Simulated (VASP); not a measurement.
# NbPdSe3 (P-6m2) in VASP: notebook

Runs on NbPdSe3. Level: PBE. Tasks: relaxation of cell and atoms.

Program: VASP 6.6.1. These are calculated values, not measurements. Logs are shortened: lines on timing, memory, paths and dates and some standing lists are left out, and cuts for length are marked.

## 1. The cell of the first run

It takes space group P-6m2 (No. 187, hexagonal). The conventional cell has a = 4.758 Å, b = 4.758 Å, c = 6.187 Å, α = 90.00°, β = 90.00°, γ = 120.00°. Nb (site symmetry -6m2) has 2 Pd at 3.09 Å and 12 Se at 3.19 to 4.14 Å within 4.2 Å. Pd (site symmetry -6m2) has 9 Se at 2.75 to 3.12 Å and 2 Nb at 3.09 Å within 3.6 Å. Within 3.9 Å of Se (site symmetry 3m) lie 5 Se at 2.94 to 3.25 Å and 3 Pd at 3.12 Å and 3 Nb at 3.19 Å. Se (site symmetry -6m2) has 3 Pd at 2.75 Å and 6 Se at 3.12 Å within 3.6 Å.

The cell was generated, and may not be a known phase.

## 2. Relaxation of cell and atoms, PBE

INCAR reads:

```
PREC = Accurate
ENCUT = 600
EDIFF = 1E-7
ISMEAR = 0
SIGMA = 0.1
LREAL = False
LASPH = True
NELM = 100
ALGO = Normal
ISIF = 3
LWAVE = False
LCHARG = False
GGA = PE
IBRION = 2
NSW = 90
EDIFFG = -0.04
```

KPOINTS reads:

```
Automatic mesh
0
Gamma
  6 6 4
```

POSCAR reads:

```
NbPdSe3
1.0
    4.7582169000      0.0000000000      0.0000000000
   -2.3791084500      4.1207367100      0.0000000000
    0.0000000000      0.0000000000      6.1865155600
Nb Pd Se
1 1 3
Direct
    0.0000000000      0.0000000000      0.0000000000
    0.0000000000      0.0000000000      0.5000000000
    0.3333333300      0.6666666700      0.2623169400
    0.3333333300      0.6666666700      0.7376830600
    0.6666666700      0.3333333300      0.5000000000
```

Potentials or basis: VASP PAW PBE potentials, release 64 (Nb_sv, Pd, Se).

Command:

```console
$ cat potpaw_PBE.64/Nb_sv/POTCAR potpaw_PBE.64/Pd/POTCAR potpaw_PBE.64/Se/POTCAR > POTCAR
$ mpirun -np 1 vasp_std > vasp.out
```

OUTCAR:

```text
PREC = Accurate
   ENCUT = 600
   EDIFF = 1E-7
   ISMEAR = 0
   LREAL = False
   LASPH = True
   NELM = 100
   ISIF = 3
   GGA = PE
   IBRION = 2
   NSW = 90
   EDIFFG = -0.04

 ion  position               nearest neighbor table
   1  0.000  0.000  0.000-   2 3.09   2 3.09
   2  0.000  0.000  0.500-   5 2.75   5 2.75   5 2.75   1 3.09   1 3.09   4 3.12   3 3.12   3 3.12
                             4 3.12   3 3.12   4 3.12
   3  0.333  0.667  0.262-   2 3.12   2 3.12   2 3.12
   4  0.333  0.667  0.738-   2 3.12   2 3.12   2 3.12
   5  0.667  0.333  0.500-   2 2.75   2 2.75   2 2.75

  LATTYP: Found a hexagonal cell.
 ALAT       =     4.7582169000
 C/A-ratio  =     1.3001751896

  Lattice vectors:

 A1 = (   4.7582169000,   0.0000000000,   0.0000000000)
 A2 = (  -2.3791084500,   4.1207367100,   0.0000000000)
 A3 = (   0.0000000000,   0.0000000000,   6.1865155600)

Analysis of symmetry for initial positions (statically):
=====================================================================
 Subroutine PRICEL returns:
 Original cell was already a primitive cell.

 Routine SETGRP: Setting up the symmetry group for a
 hexagonal supercell.

 Subroutine GETGRP returns: Found 12 space group operations
 (whereof 12 operations were pure point group operations)
 out of a pool of 24 trial point group operations.

The static configuration has the point symmetry D_3h.

Analysis of symmetry for dynamics (positions and initial velocities):
=====================================================================
 Subroutine PRICEL returns:
 Original cell was already a primitive cell.

 Routine SETGRP: Setting up the symmetry group for a
 hexagonal supercell.

 Subroutine GETGRP returns: Found 12 space group operations
 (whereof 12 operations were pure point group operations)
 out of a pool of 24 trial point group operations.

The dynamic configuration has the point symmetry D_3h.

 Subroutine INISYM returns: Found 12 space group operations
 (whereof 12 operations are pure point group operations),
 and found     1 'primitive' translations

----------------------------------------------------------------------------------------

                                     Primitive cell

  volume of cell :     121.3012

  direct lattice vectors                    reciprocal lattice vectors
     4.758216900  0.000000000  0.000000000     0.210162761  0.121337527  0.000000000
    -2.379108450  4.120736710  0.000000000     0.000000000  0.242675053  0.000000000
[... 81 lines left out ...]
   ISPIN  =      1    spin polarized calculation?
   LNONCOLLINEAR =      F non collinear calculations
   LSORBIT =      F    spin-orbit coupling
   LASPH  =      T    aspherical Exc in radial PAW
   ENCUT  =  600.0 eV  44.10 Ry    6.64 a.u.   9.50  9.50 12.36*2*pi/ulx,y,z
   NELM   =    100;   NELMIN=  2; NELMDL= -5     # of ELM steps
   EDIFF  = 0.1E-06   stopping-criterion for ELM
   LREAL  =      F    real-space projection
   EDIFFG = -.4E-01   stopping-criterion for IOM
   NSW    =     90    number of steps for IOM
   IBRION =      2    ionic relax: 0-MD 1-quasi-New 2-CG
   NFREE  =      1    steps in history (QN), initial steepest desc. (CG)
   ISIF   =      3    stress and relaxation
   ISYM   =      2    0-nonsym 1-usesym 2-fastsym
   POTIM  = 0.5000    time-step for ionic-motion
   TEBEG  =    0.0;   TEEND  =   0.0 temperature during run
   PSTRESS=    0.0 pullay stress
   NELECT =      41.0000    total number of electrons
   NUPDOWN=      -1.0000    fix difference up-down
   EMIN   =  10.00;   EMAX   =-10.00  energy-range for DOS
   EFERMI =   0.00;   METHOD = LEGACY
   ISMEAR =     0;   SIGMA  =   0.10  broadening in eV -4-tet -1-fermi 0-gaus
   EFERMI_NEDOS =   21; number of points for ismear=-14 and -15
   IALGO  =     38    algorithm
   IMIX   =      4    mixing-type and parameters
     AMIX     =   0.40;   BMIX     =  1.00
     AMIX_MAG =   1.60;   BMIX_MAG =  1.00
  volume/ion in A,a.u.               =      24.26       163.72
  Fermi-wavevector in a.u.,A,eV,Ry     =   1.140375  2.154996 17.693768  1.300455
  Thomas-Fermi vector in A             =   2.277077
   LORBIT       =      0    0 simple, 1 ext, 2 COOP (PROOUT), +10 PAW based schemes
   GGA     = PE    functional components
   LHFCALC =     F    Hartree Fock is set to
   AEXX    =    0.0000 exact exchange contribution
   IVDW    =     0    specifies the selected vdW correction
   LEPSILON=     F    determine dielectric tensor
   LRPA    =     F    only Hartree local field effects (RPA)
 conjugate gradient relaxation of ions
 non-spin polarized calculation
 Gauss-broadening in eV      SIGMA  =   0.10
  energy-cutoff  :      600.00
  volume of cell :      121.30
 maximum number of plane-waves:      4093
 NGX is ok and might be reduce to    40
   NGX = 19   NGY = 19   NGZ = 25

--------------------------------------- Ionic step        1  -------------------------------------------

 number of electron      41.0000000 magnetization

 Free energy of the ion-electron system (eV)
  ---------------------------------------------------
  ext. energy  EPLUGINS =         0.00000000
  ---------------------------------------------------
  free energy    TOTEN  =       -22.88851911 eV

  energy without entropy =      -22.84807107  energy(sigma->0) =      -22.86829509

------------------------ aborting loop because EDIFF is reached ----------------------------------------

  FORCE on cell =-STRESS in cart. coord.  units (eV):
  Direction    XX          YY          ZZ          XY          YZ          ZX
  --------------------------------------------------------------------------------------
  -------------------------------------------------------------------------------------
  Total       -9.1835732     -9.1835731     -6.8676986     -0.0000000      0.0000000      0.0000000
  in kB     -121.2989554   -121.2989553    -90.7102993     -0.0000000      0.0000000      0.0000000
  external PRESSURE =    -111.1027367 kB  Pullay stress =       0.0000000 kB
[... 1249 lines left out ...]
     23       5.0493      0.00000
     24       6.7956      0.00000

[... ionic steps 4 to 32 ...]

--------------------------------------- Ionic step       33  -------------------------------------------

 number of electron      40.9999988 magnetization

------------------------ aborting loop because EDIFF is reached ----------------------------------------
[... 73 lines left out ...]
--------------------------------------- Ionic step       35  -------------------------------------------

 number of electron      40.9999989 magnetization

 Free energy of the ion-electron system (eV)
  ---------------------------------------------------
  ext. energy  EPLUGINS =         0.00000000
  ---------------------------------------------------
  free energy    TOTEN  =       -26.74319843 eV

  energy without entropy =      -26.70014360  energy(sigma->0) =      -26.72167102

 E-fermi :   3.9202     XC(G=0):  -9.4708

 val. band max:        3.9112682792   @ k =   0.1667   0.1667   0.5000
 cond. band min:       3.9314645706   @ k =   0.1667  -0.0000   0.0000
 fundamental gap:      0.0201962914
 Fermi energy:         3.9201509930
[... 597 lines left out ...]
  FREE ENERGIE OF THE ION-ELECTRON SYSTEM (eV)
  ---------------------------------------------------
  free  energy   TOTEN  =       -26.7431984331 eV

  energy  without entropy=      -26.7001436049  energy(sigma->0) =      -26.72167102

 reached required accuracy - stopping structural energy minimisation
```

OSZICAR:

```text
N       E                     dE             d eps       ncg     rms          rms(c)
DAV:   1     0.327314875309E+03    0.32731E+03   -0.20694E+04  1008   0.171E+03
DAV:   2     0.295775529573E+01   -0.32436E+03   -0.32056E+03  1264   0.426E+02
DAV:   3    -0.246596204254E+02   -0.27617E+02   -0.27119E+02  1552   0.102E+02
DAV:   4    -0.262513028725E+02   -0.15917E+01   -0.15858E+01  1672   0.237E+01
[... 479 lines left out ...]
DAV:   5    -0.267432003685E+02    0.19463E-04   -0.14491E-04  1856   0.853E-02    0.195E-02
DAV:   6    -0.267431996304E+02    0.73813E-06   -0.13126E-05  1552   0.195E-02    0.125E-02
DAV:   7    -0.267431990924E+02    0.53794E-06   -0.46980E-06  1904   0.109E-02    0.467E-03
DAV:   8    -0.267431985208E+02    0.57159E-06   -0.75273E-07  1688   0.476E-03    0.111E-03
DAV:   9    -0.267431984331E+02    0.87727E-07   -0.78396E-08   640   0.174E-03
  35 F= -.26743198E+02 E0= -.26721671E+02  d E =-.315300E-03
```

CONTCAR:

```text
NbPdSe3
   1.00000000000000
     3.8907874773916360   -0.0000000000000000   -0.0000000000000000
    -1.9453937386958180    3.3695207952079240    0.0000000000000000
     0.0000000000000000   -0.0000000000000000    9.7303199658765198
  Nb              Pd              Se
     1     1     3
Direct
     0.0000000000000000    1.0000000000000000    0.0000000000000000
     0.0000000000000000    0.0000000000000000    0.5000000000000000
     0.3333333300000021    0.6666666699999979    0.1592213863294388
     0.3333333300000021    0.6666666699999979    0.8407786136705615
     0.6666666699999979    0.3333333300000021    0.5000000000000000

  0.00000000E+00  0.00000000E+00  0.00000000E+00
  0.00000000E+00  0.00000000E+00  0.00000000E+00
  0.00000000E+00  0.00000000E+00  0.00000000E+00
  0.00000000E+00  0.00000000E+00  0.00000000E+00
  0.00000000E+00  0.00000000E+00  0.00000000E+00
```

It took 44 min on 1 thread of Intel Xeon Platinum 8488C (Sapphire Rapids), shared host; peak memory 0.33 GiB.

What came out:

| Property | Result |
| --- | --- |
| Free energy | -26.7432 eV |
| Relaxed volume | 25.51 Å³/atom |
| Relaxed cell | a = 3.891 Å, b = 3.891 Å, c = 9.730 Å, α = 90.00°, β = 90.00°, γ = 120.00° |
| Space group after relaxing (to 0.1 Å) | P-6m2 (No. 187) |
| Energy gained by relaxing | 770.9 meV/atom |
| Ionic steps | 35 |
| Pressure after relaxing | 0.0 GPa |
| Largest force after relaxing | 0.018 eV/Å |
| Band gap on the k mesh | zero (an odd number of electrons rules out a gap without spin polarisation) |

Forces in eV/Å, atoms in the order of the input:
```
Nb   0.000  0.000  0.000
Pd   0.000  0.000  0.000
Se   0.000  0.000 -0.018
Se   0.000  0.000  0.018
Se   0.000  0.000  0.000
```

Step by step:
```tsv
step	energy change (eV)	largest force (eV/Å)	pressure (GPa)	volume (Å³)
1	0.0000	2.4120	-11.11	121.30
2	-1.4426	2.7458	6.40	94.08
3	-1.4510	2.7731	4.75	95.40
4	-2.1580	0.7238	6.94	93.92
5	-2.2210	0.5637	9.65	93.17
6	-2.6664	0.3833	-2.61	107.00
7	-2.6657	0.3733	-2.99	107.65
8	-2.9319	0.2114	-0.97	107.26
9	-3.1385	0.5860	4.25	105.87
10	-2.5873	1.1292	22.82	100.51
11	-3.1940	0.8151	7.41	104.98
12	-3.1439	0.9539	13.91	102.99
13	-3.1957	0.9162	11.88	103.62
14	-3.2671	0.7885	11.67	104.47
15	-3.3794	0.4499	11.46	106.88
16	-3.3784	0.2836	11.53	107.70
17	-3.4993	0.1077	9.30	109.59
18	-3.7234	0.3691	3.58	115.40
19	-3.6583	1.1161	-4.38	127.62
20	-3.7704	0.7086	-0.21	120.38
21	-3.7708	0.6830	0.06	119.97
22	-3.7774	0.6354	0.05	120.08
23	-3.7938	0.4899	0.04	120.41
24	-3.8115	0.1917	0.03	121.08
25	-3.8129	0.0825	0.04	121.32
26	-3.8199	0.0471	0.28	121.50
27	-3.8329	0.0622	1.02	122.02
28	-3.8220	0.2953	2.68	122.98
29	-3.8347	0.1388	1.51	122.32
30	-3.8391	0.1158	1.32	122.90
31	-3.8489	0.0475	0.78	124.66
32	-3.8539	0.0882	-0.22	128.20
33	-3.8544	0.0558	0.00	127.37
34	-3.8545	0.0463	-0.01	127.42
35	-3.8547	0.0179	-0.04	127.57
```

Final structure:
```
CELL_PARAMETERS angstrom
3.89079 0.00000 0.00000
-1.94539 3.36952 0.00000
0.00000 0.00000 9.73032
ATOMIC_POSITIONS crystal
Nb 0.00000 0.00000 0.00000
Pd 0.00000 0.00000 0.50000
Se 0.33333 0.66667 0.15922
Se 0.33333 0.66667 0.84078
Se 0.66667 0.33333 0.50000
```

Levels at points of the mesh, in eV from the Fermi level:
```
           k point  band 17  band 18  band 19  band 20  band 21  band 22  band 23  band 24
(0.00, 0.00, 0.00)    -1.55    -1.55     0.15     0.96     2.09     2.09     2.50     2.50
(0.50, 0.00, 0.00)    -1.74    -1.59    -0.78    -0.72    -0.03     0.04     1.50     1.53
(0.00, 0.00, 0.50)    -1.56    -1.56    -0.36     1.07     2.09     2.09     2.51     2.51
(0.50, 0.00, 0.50)    -1.70    -1.59    -0.80    -0.70    -0.10     0.07     1.49     1.54
```

Caveat: a cell axis changed by over 15 % at a fixed basis, so the end point is rough.

## 3. Relaxation of cell and atoms, PBE

This run uses another cell than the first one, of 26.96 Å³/atom.

INCAR reads:

```
SYSTEM = NbPdSe3
ALGO = Normal ; EDIFF = 1E-7
EDIFFG = -0.01 ; ENCUT = 600
GGA = PE ; IBRION = 2
ISIF = 3 ; ISMEAR = 0
LASPH = .TRUE. ; LCHARG = .FALSE.
LREAL = .FALSE. ; LWAVE = .FALSE.
NELM = 80 ; NSW = 100
PREC = Accurate ; SIGMA = 0.1
```

KPOINTS reads:

```
k-points
0
G
  12 12 4
  0 0 0
```

POSCAR reads:

```
NbPdSe3
1.0
    3.8815244421      0.0000000000      0.0000000000
   -1.9407622211      3.3614987723      0.0000000000
    0.0000000000      0.0000000000     10.3324907094
Nb Pd Se
1 1 3
Direct
    0.0000000000      0.0000000000      0.0000000000
    0.0000000000      0.0000000000      0.5000000000
    0.3333333333      0.6666666667      0.1509411535
    0.3333333333      0.6666666667      0.8490588465
    0.6666666667      0.3333333333      0.5000000000
```

Potentials or basis: VASP PAW PBE potentials, release 64 (Nb_sv, Pd, Se).

Command:

```console
$ cat potpaw_PBE.64/Nb_sv/POTCAR potpaw_PBE.64/Pd/POTCAR potpaw_PBE.64/Se/POTCAR > POTCAR
$ mpirun -np 1 vasp_std > vasp.out
```

Run time: 44 min. Hardware: 1 thread of Intel Xeon Platinum 8488C (Sapphire Rapids), shared host; peak memory 0.48 GiB.

Results (log left out):

```yaml
Free_energy: -26.8233 eV
Relaxed_volume: 28.08 Å³/atom
Relaxed_cell: a = 3.878 Å, b = 3.878 Å, c = 10.782 Å, α = 90.00°, β = 90.00°, γ = 120.00°
Space_group_after_relaxing_to_0.1_Å: P-6m2 (No. 187)
Energy_gained_by_relaxing: 0.8 meV/atom
Ionic_steps: 16
Pressure_after_relaxing: 0.0 GPa
Largest_force_after_relaxing: 0.006 eV/Å
Band_gap_on_the_k_mesh: zero (an odd number of electrons rules out a gap without spin polarisation)
```

Forces in eV/Å, atoms in the order of the input:
```
Nb   0.000  0.000  0.000
Pd   0.000  0.000  0.000
Se   0.000  0.000  0.006
Se   0.000  0.000 -0.006
Se   0.000  0.000  0.000
```

Step by step:
| step | energy change (eV) | largest force (eV/Å) | pressure (GPa) | volume (Å³) |
| --- | --- | --- | --- | --- |
| 1 | 0.0000 | 0.0181 | 0.02 | 134.82 |
| 2 | -0.0002 | 0.0230 | 0.06 | 134.87 |
| 3 | -0.0004 | 0.0308 | 0.13 | 134.96 |
| 4 | -0.0003 | 0.0470 | 0.27 | 135.12 |
| 5 | -0.0004 | 0.0355 | 0.17 | 135.01 |
| 6 | -0.0005 | 0.0386 | 0.16 | 135.08 |
| 7 | -0.0007 | 0.0472 | 0.12 | 135.28 |
| 8 | -0.0010 | 0.0648 | 0.05 | 135.69 |
| 9 | -0.0012 | 0.1003 | -0.10 | 136.51 |
| 10 | -0.0015 | 0.0935 | -0.09 | 136.66 |
| 11 | -0.0021 | 0.0731 | -0.07 | 137.11 |
| 12 | -0.0030 | 0.0323 | -0.04 | 138.01 |
| 13 | -0.0035 | 0.0526 | 0.05 | 139.80 |
| 14 | -0.0036 | 0.0321 | 0.03 | 139.36 |
| 15 | -0.0037 | 0.0194 | 0.02 | 139.87 |
| 16 | -0.0038 | 0.0062 | 0.01 | 140.40 |

Final structure:
```yaml
crystal:
  lattice:
    - [3.87765, 0.00000, 0.00000]
    - [-1.93882, 3.35814, 0.00000]
    - [0.00000, 0.00000, 10.78208]
  atoms:
    - { symbol: Nb, position: [0.00000, 0.00000, 0.00000] }
    - { symbol: Pd, position: [0.00000, 0.00000, 0.50000] }
    - { symbol: Se, position: [0.33333, 0.66667, 0.14491] }
    - { symbol: Se, position: [0.33333, 0.66667, 0.85509] }
    - { symbol: Se, position: [0.66667, 0.33333, 0.50000] }
```

Levels at points of the mesh, in eV from the Fermi level:
| k point | band 18 | band 19 | band 20 | band 21 | band 22 | band 23 | band 24 |
| --- | --- | --- | --- | --- | --- | --- | --- |
| (0.00, 0.00, 0.00) | -1.47 | -0.17 | 0.97 | 2.16 | 2.16 | 2.55 | 2.55 |
| (0.50, 0.00, 0.00) | -1.57 | -0.69 | -0.69 | 0.00 | 0.13 | 1.53 | 1.59 |
| (0.00, 0.00, 0.50) | -1.47 | -0.39 | 1.03 | 2.16 | 2.16 | 2.56 | 2.56 |
| (0.50, 0.00, 0.50) | -1.57 | -0.70 | -0.68 | -0.02 | 0.14 | 1.53 | 1.59 |

The gap in the log of VASP goes by the Fermi energy; the results here count the filled bands.